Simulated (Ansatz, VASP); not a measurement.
One calculation of Bi, two programs

The input INCAR:

```
SYSTEM = Bi
ALGO = Normal
EDIFF = 1E-7
ENCUT = 520
GGA = PE
ISIF = 2
ISMEAR = 0
IVDW = 12
LASPH = .True.
LCHARG = .True.
LELF = .True.
LREAL = .False.
LVHAR = .True.
LWAVE = .False.
NBANDS = 14
NELM = 60
PREC = Accurate
SIGMA = 0.05
```

KPOINTS

```
k-points
0
Gamma
  10 10 10
  0 0 0
```

POSCAR

```
Bi
1.0
   -3.9168834400      3.9168834400      1.4305640000
    3.9168834400     -3.9168834400      1.4305640000
    3.9168834400      3.9168834400     -1.4305640000
Bi
1
Direct
    0.0000000000      0.0000000000      0.0000000000
```

Input for Ansatz:

```yaml
crystal:
  lattice:
    - [-3.91688344, 3.91688344, 1.430564]
    - [3.91688344, -3.91688344, 1.430564]
    - [3.91688344, 3.91688344, -1.430564]
  atoms:
    - { symbol: Bi, position: [0.0, 0.0, 0.0] }
basis:
  ecutwfc: 420
kpoints:
  mp_grid: { grid: [10, 10, 10] }
hamiltonian:
  xc: pbe
  dispersion: d3bj
scf:
  occupations: { method: gaussian, width: 0.05 }
output:
  forces: true
  stress: true
  eigenvalues: true
```

Change from the starting cell: strain -0.080 along x and y, +0.000 along z, atoms carried along.

Alike in both runs: task single point; functional PBE; dispersion D3(BJ); k mesh 10 × 10 × 10; occupations gaussian, width 0.05 eV; no spin polarisation.

```csv
,VASP,Ansatz
version,VASP 6.6.1,Ansatz 0.2.0
potentials or method,"VASP PAW PBE potentials, release 64 (Bi_d), cutoff 520 eV","scalar-relativistic, plane waves, PAW"
valence electrons in the cell,15,15
```

|  | VASP | Ansatz | Ansatz less VASP |
| --- | --- | --- | --- |
| gap on the k mesh at the Fermi level (eV) | none | none | - |
| pressure (GPa) | -0.7 | -0.6 | +0.05 |
| traceless stress, the component that is largest in VASP (GPa) | 0.23 | 0.27 | +0.041 |

A gap of «none» marks a metal or a gap that the smearing closes.

Neither program's run includes spin-orbit coupling.
